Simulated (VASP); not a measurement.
# Zr (P6_3/mmc) in VASP: a series of runs, part 2 of 2

VASP 6.6.1. Earlier steps stand in the parts before.

### 5 Electric field gradients, PBE (volume scaled by 1.02)

The input, INCAR:

```
ALGO     = Normal         # electronic algorithm
EDIFF    = 1E-8           # SCF threshold, eV
ENCUT    = 520            # plane-wave cutoff, eV
GGA      = PE             # functional
ISIF     = 2              # what is computed and relaxed
ISMEAR   = -1             # smearing method
LASPH    = T              # aspherical terms in the spheres
LCHARG   = F              # write CHGCAR
LEFG     = T            
LREAL    = F              # projectors in reciprocal space
LWAVE    = F              # write WAVECAR
NBANDS   = 19             # bands
NELM     = 60             # most SCF steps
PREC     = Accurate       # precision mode
SIGMA    = 0.05           # smearing width, eV
```

The input, KPOINTS:

```
k-points
0
Gamma
  12 12 7
```

The input, POSCAR:

```
Zr
1.0
    3.2606839019      0.0000000000      0.0000000000
   -1.6303419510      2.8238350928      0.0000000000
    0.0000000000      0.0000000000      5.2064741108
Zr
2
Direct
    0.3333333333      0.6666666667      0.2500000000
    0.6666666667      0.3333333333      0.7500000000
```

Potentials or basis: VASP PAW PBE potentials, release 64 (Zr_sv).

Run with:

```console
cat potpaw_PBE.64/Zr_sv/POTCAR > POTCAR
mpirun -np 1 vasp_std > vasp.out
```

OUTCAR:

```text
EDIFF = 1E-8
   ENCUT = 520
   GGA = PE
   ISIF = 2
   ISMEAR = -1
   LASPH = T
   LREAL = F
   NELM = 60
   PREC = Accurate

 ion  position               nearest neighbor table
   1  0.333  0.667  0.250-   2 3.21   2 3.21   2 3.21   2 3.21   2 3.21   2 3.21
   2  0.667  0.333  0.750-   1 3.21   1 3.21   1 3.21   1 3.21   1 3.21   1 3.21

  LATTYP: Found a hexagonal cell.
 ALAT       =     3.2606839019
 C/A-ratio  =     1.5967429740

  Lattice vectors:

 A1 = (   3.2606839019,   0.0000000000,   0.0000000000)
 A2 = (  -1.6303419510,   2.8238350928,   0.0000000000)
 A3 = (   0.0000000000,   0.0000000000,   5.2064741108)

Analysis of symmetry for initial positions (statically):
=====================================================================
 Subroutine PRICEL returns:
 Original cell was already a primitive cell.

 Routine SETGRP: Setting up the symmetry group for a
 hexagonal supercell.

 Subroutine GETGRP returns: Found 24 space group operations
 (whereof 12 operations were pure point group operations)
 out of a pool of 24 trial point group operations.

The static configuration has the point symmetry D_3d.
 The point group associated with its full space group is D_6h.

Analysis of symmetry for dynamics (positions and initial velocities):
=====================================================================
 Subroutine PRICEL returns:
 Original cell was already a primitive cell.

 Routine SETGRP: Setting up the symmetry group for a
 hexagonal supercell.

 Subroutine GETGRP returns: Found 24 space group operations
 (whereof 12 operations were pure point group operations)
 out of a pool of 24 trial point group operations.

The dynamic configuration has the point symmetry D_3d.
 The point group associated with its full space group is D_6h.

 Subroutine INISYM returns: Found 24 space group operations
 (whereof 12 operations are pure point group operations),
 and found     1 'primitive' translations

----------------------------------------------------------------------------------------

                                     Primitive cell

  volume of cell :      47.9393

  direct lattice vectors                    reciprocal lattice vectors
     3.260683902  0.000000000  0.000000000     0.306684128  0.177064164  0.000000000
    -1.630341951  2.823835093  0.000000000     0.000000000  0.354128328  0.000000000
     0.000000000  0.000000000  5.206474111     0.000000000  0.000000000  0.192068563

  length of vectors
     3.260683902  3.260683902  5.206474111     0.354128328  0.354128328  0.192068563

  position of ions in fractional coordinates (direct lattice)
     0.333333333  0.666666667  0.250000000
     0.666666667  0.333333333  0.750000000

  ion indices of the primitive-cell ions
   primitive index   ion index
                 1           1
                 2           2

----------------------------------------------------------------------------------------

 KPOINTS: k-points

Automatic generation of k-mesh.
 Grid dimensions read from file:
 generate k-points for:   12   12    7
[... 70 lines left out ...]
   ISIF   =      2    stress and relaxation
   ISYM   =      2    0-nonsym 1-usesym 2-fastsym
   POTIM  = 0.5000    time-step for ionic-motion
   TEBEG  =    0.0;   TEEND  =   0.0 temperature during run
   PSTRESS=    0.0 pullay stress
   NELECT =      24.0000    total number of electrons
   NUPDOWN=      -1.0000    fix difference up-down
   EMIN   =  10.00;   EMAX   =-10.00  energy-range for DOS
   EFERMI =   0.00;   METHOD = LEGACY
   ISMEAR =    -1;   SIGMA  =   0.05  broadening in eV -4-tet -1-fermi 0-gaus
   EFERMI_NEDOS =   21; number of points for ismear=-14 and -15
   IALGO  =     38    algorithm
   IMIX   =      4    mixing-type and parameters
     AMIX     =   0.40;   BMIX     =  1.00
     AMIX_MAG =   1.60;   BMIX_MAG =  1.00
  volume/ion in A,a.u.               =      23.97       161.76
  Fermi-wavevector in a.u.,A,eV,Ry     =   1.299914  2.456482 22.990808  1.689777
  Thomas-Fermi vector in A             =   2.431147
   LORBIT       =      0    0 simple, 1 ext, 2 COOP (PROOUT), +10 PAW based schemes
   GGA     = PE    functional components
   LHFCALC =     F    Hartree Fock is set to
   AEXX    =    0.0000 exact exchange contribution
   IVDW    =     0    specifies the selected vdW correction
   LEPSILON=     F    determine dielectric tensor
   LRPA    =     F    only Hartree local field effects (RPA)
 non-spin polarized calculation
  energy-cutoff  :      520.00
  volume of cell :       47.94
 maximum number of plane-waves:      1317
   NGX = 13   NGY = 13   NGZ = 19

 number of electron      24.0000001 magnetization

 Free energy of the ion-electron system (eV)
  ---------------------------------------------------
  ext. energy  EPLUGINS =         0.00000000
  ---------------------------------------------------
  free energy    TOTEN  =       -17.03941583 eV

  energy without entropy =      -17.02027930  energy(sigma->0) =      -17.02984756

 E-fermi :   8.6771     XC(G=0): -10.9507

 val. band max:        8.6704288672   @ k =   0.0833   0.0833   0.0000
 cond. band min:       8.6974065710   @ k =   0.1667   0.0000   0.2857
 fundamental gap:      0.0269777039
 Fermi energy:         8.6771101580

 k-point     1 :       0.0000    0.0000    0.0000
  band No.  band energies     occupation
      1     -40.2245      2.00000
      2     -40.0892      2.00000
      3     -18.6934      2.00000
      4     -17.9014      2.00000
      5     -17.9014      2.00000
      6     -17.7822      2.00000
[... 505 lines left out ...]
      6     -18.0369      2.00000
[... 11 lines left out ...]
     18      12.3144      0.00000
     19      13.5695      0.00000

 [... further k-points ...]

------------------------ aborting loop because EDIFF is reached ----------------------------------------

  FORCE on cell =-STRESS in cart. coord.  units (eV):
  Direction    XX          YY          ZZ          XY          YZ          ZX
  --------------------------------------------------------------------------------------
  -------------------------------------------------------------------------------------
  Total       -0.6582534     -0.6582534     -0.6127682      0.0000000     -0.0000000      0.0000000
  in kB      -21.9994564    -21.9994564    -20.4792967      0.0000000     -0.0000000      0.0000000
  external PRESSURE =     -21.4927365 kB  Pullay stress =       0.0000000 kB

 VOLUME and BASIS-vectors are now :
 -----------------------------------------------------------------------------
  energy-cutoff  :      520.00
  volume of cell :       47.94
      direct lattice vectors                 reciprocal lattice vectors
     3.260683902  0.000000000  0.000000000     0.306684128  0.177064164  0.000000000
    -1.630341951  2.823835093  0.000000000     0.000000000  0.354128328  0.000000000
     0.000000000  0.000000000  5.206474111     0.000000000  0.000000000  0.192068563

 POSITION                                       TOTAL-FORCE (eV/Angst)
 -----------------------------------------------------------------------------------
     -0.00000      1.88256      1.30162        -0.000000      0.000000      0.000000
      1.63034      0.94128      3.90486         0.000000     -0.000000      0.000000
 -----------------------------------------------------------------------------------
    total drift:                                0.000000     -0.000000      0.000000

  FREE ENERGIE OF THE ION-ELECTRON SYSTEM (eV)
  ---------------------------------------------------
  free  energy   TOTEN  =       -17.0394158251 eV

  energy  without entropy=      -17.0202793022  energy(sigma->0) =      -17.02984756

 Electric field gradients (V/A^2)
---------------------------------------------------------------------
 ion       V_xx      V_yy      V_zz      V_xy      V_xz      V_yz
---------------------------------------------------------------------
   1     -18.504   -18.504    37.008     0.000    -0.000     0.000
   2     -18.504   -18.504    37.008     0.000     0.000    -0.000
---------------------------------------------------------------------

 Electric field gradients after diagonalization (V/A^2)
 (convention: |V_zz| > |V_xx| > |V_yy|)
----------------------------------------------------------------------
 ion       V_xx      V_yy      V_zz     asymmetry (V_yy - V_xx)/ V_zz
----------------------------------------------------------------------
   1     -18.504   -18.504    37.008       0.000
   2     -18.504   -18.504    37.008       0.000
----------------------------------------------------------------------

           NMR quadrupolar parameters

 Cq : quadrupolar parameter    Cq=e*Q*V_zz/h
 eta: asymmetry parameters     (V_yy - V_xx)/ V_zz
 Q  : nuclear electric quadrupole moment in mb (millibarn)
----------------------------------------------------------------------
 ion       Cq(MHz)       eta       Q (mb)
----------------------------------------------------------------------
   1       0.089       0.000       1.000
   2       0.089       0.000       1.000
----------------------------------------------------------------------
```

Run time: 43 s. Hardware: 1 thread of Intel Xeon 6975P-C, shared host; peak memory 0.19 GiB.

What came out:

```yaml
Free_energy: -17.0394 eV
Pressure: -2.1 GPa
Band_gap_on_the_k_mesh: zero (band 12 reaches 9.53 eV, above the bottom of band 13 at 8.44 eV)
```

Electric field gradients, principal values (V/Å²):
```csv
atom,least,middle,greatest (by size)
1 Zr,-18.504,-18.504,37.008
2 Zr,-18.504,-18.504,37.008
```

Caveat: without QUAD_EFG the Cq values of the log hold for a quadrupole moment of 1 mb, not for the nuclei.

### 6 Electric field gradients, PBE (volume scaled by 1.04)

The input, INCAR:

```
SYSTEM = Zr
PREC = Accurate
ENCUT = 520
EDIFF = 1E-8
ISMEAR = -1
SIGMA = 0.05
LREAL = .FALSE.
LASPH = .TRUE.
NELM = 60
ALGO = Normal
ISIF = 2
LWAVE = .FALSE.
LCHARG = .FALSE.
GGA = PE
LEFG = .TRUE.
NBANDS = 19
```

The input, KPOINTS:

```
Automatic mesh
0
G
  12 12 7
  0 0 0
```

The input, POSCAR:

```
Zr
1.0
    3.2818577673      0.0000000000      0.0000000000
   -1.6409288837      2.8421721981      0.0000000000
    0.0000000000      0.0000000000      5.2402833316
Zr
2
Direct
    0.3333333333      0.6666666667      0.2500000000
    0.6666666667      0.3333333333      0.7500000000
```

Potentials or basis: VASP PAW PBE potentials, release 64 (Zr_sv).

Run with:

```console
cat potpaw_PBE.64/Zr_sv/POTCAR > POTCAR
mpirun -np 1 vasp_std > vasp.out
```

OUTCAR:

```text
SYSTEM = Zr
   PREC = Accurate
   ENCUT = 520
   EDIFF = 1E-8
   ISMEAR = -1
   LREAL = .FALSE.
   LASPH = .TRUE.
   NELM = 60
   ISIF = 2
   GGA = PE

 ion  position               nearest neighbor table
   1  0.333  0.667  0.250-   2 3.23   2 3.23   2 3.23   2 3.23   2 3.23   2 3.23
   2  0.667  0.333  0.750-   1 3.23   1 3.23   1 3.23   1 3.23   1 3.23   1 3.23

  LATTYP: Found a hexagonal cell.
 ALAT       =     3.2818577673
 C/A-ratio  =     1.5967429740

  Lattice vectors:

 A1 = (   3.2818577673,   0.0000000000,   0.0000000000)
 A2 = (  -1.6409288837,   2.8421721981,   0.0000000000)
 A3 = (   0.0000000000,   0.0000000000,   5.2402833316)

Analysis of symmetry for initial positions (statically):
=====================================================================
 Subroutine PRICEL returns:
 Original cell was already a primitive cell.

 Routine SETGRP: Setting up the symmetry group for a
 hexagonal supercell.

 Subroutine GETGRP returns: Found 24 space group operations
 (whereof 12 operations were pure point group operations)
 out of a pool of 24 trial point group operations.

The static configuration has the point symmetry D_3d.
 The point group associated with its full space group is D_6h.

Analysis of symmetry for dynamics (positions and initial velocities):
=====================================================================
 Subroutine PRICEL returns:
 Original cell was already a primitive cell.

 Routine SETGRP: Setting up the symmetry group for a
 hexagonal supercell.

 Subroutine GETGRP returns: Found 24 space group operations
 (whereof 12 operations were pure point group operations)
[... 158 lines left out ...]
  band No.  band energies     occupation
      1     -40.4754      2.00000
      2     -40.3508      2.00000
      3     -18.9123      2.00000
      4     -18.1678      2.00000
      5     -18.1678      2.00000
      6     -18.0572      2.00000
[... 505 lines left out ...]
      6     -18.2948      2.00000
[... 11 lines left out ...]
     18      12.0274      0.00000
     19      13.2456      0.00000

 [... further k-points ...]

------------------------ aborting loop because EDIFF is reached ----------------------------------------

  FORCE on cell =-STRESS in cart. coord.  units (eV):
  Direction    XX          YY          ZZ          XY          YZ          ZX
  --------------------------------------------------------------------------------------
  -------------------------------------------------------------------------------------
  Total       -1.1540813     -1.1540813     -1.1455474      0.0000000     -0.0000000      0.0000000
  in kB      -37.8287590    -37.8287590    -37.5490315      0.0000000     -0.0000000      0.0000000
  external PRESSURE =     -37.7355165 kB  Pullay stress =       0.0000000 kB

 VOLUME and BASIS-vectors are now :
 -----------------------------------------------------------------------------
  energy-cutoff  :      520.00
  volume of cell :       48.88
      direct lattice vectors                 reciprocal lattice vectors
     3.281857767  0.000000000  0.000000000     0.304705466  0.175921783  0.000000000
    -1.640928884  2.842172198  0.000000000     0.000000000  0.351843566  0.000000000
     0.000000000  0.000000000  5.240283332     0.000000000  0.000000000  0.190829376

 POSITION                                       TOTAL-FORCE (eV/Angst)
 -----------------------------------------------------------------------------------
     -0.00000      1.89478      1.31007         0.000000      0.000000      0.000000
      1.64093      0.94739      3.93021        -0.000000     -0.000000      0.000000
 -----------------------------------------------------------------------------------
    total drift:                               -0.000000      0.000000     -0.000000

  FREE ENERGIE OF THE ION-ELECTRON SYSTEM (eV)
  ---------------------------------------------------
  free  energy   TOTEN  =       -17.0223934200 eV

  energy  without entropy=      -17.0032160527  energy(sigma->0) =      -17.01280474

 Electric field gradients (V/A^2)
---------------------------------------------------------------------
 ion       V_xx      V_yy      V_zz      V_xy      V_xz      V_yz
---------------------------------------------------------------------
   1     -17.835   -17.835    35.670     0.000     0.000    -0.000
   2     -17.835   -17.835    35.670     0.000    -0.000     0.000
---------------------------------------------------------------------

 Electric field gradients after diagonalization (V/A^2)
 (convention: |V_zz| > |V_xx| > |V_yy|)
----------------------------------------------------------------------
 ion       V_xx      V_yy      V_zz     asymmetry (V_yy - V_xx)/ V_zz
----------------------------------------------------------------------
   1     -17.835   -17.835    35.670       0.000
   2     -17.835   -17.835    35.670       0.000
----------------------------------------------------------------------

           NMR quadrupolar parameters

 Cq : quadrupolar parameter    Cq=e*Q*V_zz/h
 eta: asymmetry parameters     (V_yy - V_xx)/ V_zz
 Q  : nuclear electric quadrupole moment in mb (millibarn)
----------------------------------------------------------------------
 ion       Cq(MHz)       eta       Q (mb)
----------------------------------------------------------------------
   1       0.086       0.000       1.000
   2       0.086       0.000       1.000
----------------------------------------------------------------------
```

Run time: 42 s. Hardware: 1 thread of Intel Xeon 6975P-C, shared host; peak memory 0.19 GiB.

What came out:

```
Free energy            : -17.0224 eV
Pressure               : -3.8 GPa
Band gap on the k mesh : zero (band 12 reaches 9.32 eV, above the bottom of band 13 at 8.24 eV)
```

Electric field gradients, principal values (V/Å²):
| atom | least | middle | greatest (by size) |
| --- | --- | --- | --- |
| 1 Zr | -17.835 | -17.835 | 35.670 |
| 2 Zr | -17.835 | -17.835 | 35.670 |

Caveat: without QUAD_EFG the Cq values of the log hold for a quadrupole moment of 1 mb, not for the nuclei.

### 7 Overview

```csv
cell,gap on the mesh (eV),pressure (GPa)
"a = 3.195, b = 3.195, c = 5.102 Å, angles 90.0, 90.0, 120.0°, 2 atoms",none,3.7
"a = 3.217, b = 3.217, c = 5.138 Å, angles 90.0, 90.0, 120.0°, 2 atoms",none,1.6
"a = 3.239, b = 3.239, c = 5.172 Å, angles 90.0, 90.0, 120.0°, 2 atoms",none,-0.4
"a = 3.261, b = 3.261, c = 5.206 Å, angles 90.0, 90.0, 120.0°, 2 atoms",none,-2.1
"a = 3.282, b = 3.282, c = 5.240 Å, angles 90.0, 90.0, 120.0°, 2 atoms",none,-3.8
```

Alike in all rows: task electric field gradients; level PBE; potentials or basis VASP PAW PBE potentials, release 64 (Zr_sv); no spin polarisation; k mesh 12 × 12 × 7; cutoff (eV) 520; smearing fermi-dirac 0.05 eV.

Total energies depend on the potentials used, so only differences within one code and one set of settings carry meaning.
